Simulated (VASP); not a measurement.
Crystal: TaN.

```
Ta N
1.0
     2.98309    0.00000    0.00000
    -1.49154    2.58343    0.00000
     0.00000    0.00000    2.79651
Ta N
1 1
Direct
  0.33333 0.66667 0.50000
  0.00000 0.00000 0.00000
```

This cell differs from its parent crystal: z stretched by -3 % at fixed volume.

Base run:

| Property | Result |
| --- | --- |
| Program | VASP 6.6.1 |
| Functional | PBE |
| Potentials or basis | VASP PAW PBE potentials, release 64 (Ta_pv, N) |
| Cutoff | 520 eV |
| k mesh | 12 × 12 × 10 |
| Occupations | fermi-dirac, width 0.02 eV |
| Spin | no spin polarisation |

Its results: band gap on the k mesh zero (band 8 reaches 8.61 eV, above the bottom of band 9 at 8.24 eV); pressure 7.1 GPa.

Problem. The run is repeated on the same cell with these changes: potentials or basis from VASP PAW PBE potentials, release 64 (Ta_pv, N) to VASP PAW PBE potentials, release 64 (Ta_sv_GW, N); further incar settings from ALGO = Normal; EDIFF = 1e-08; NBANDS = 15 to ALGO = Normal; EDIFF = 1e-08; NBANDS = 16; valence electrons from 16 to 18. What comes out?

Solution. Band gap on the k mesh zero (band 9 reaches 12.82 eV, above the bottom of band 10 at 12.44 eV); pressure 6.1 GPa.

Caveats: spin-orbit coupling is left out, which moves the levels of the heavy elements.
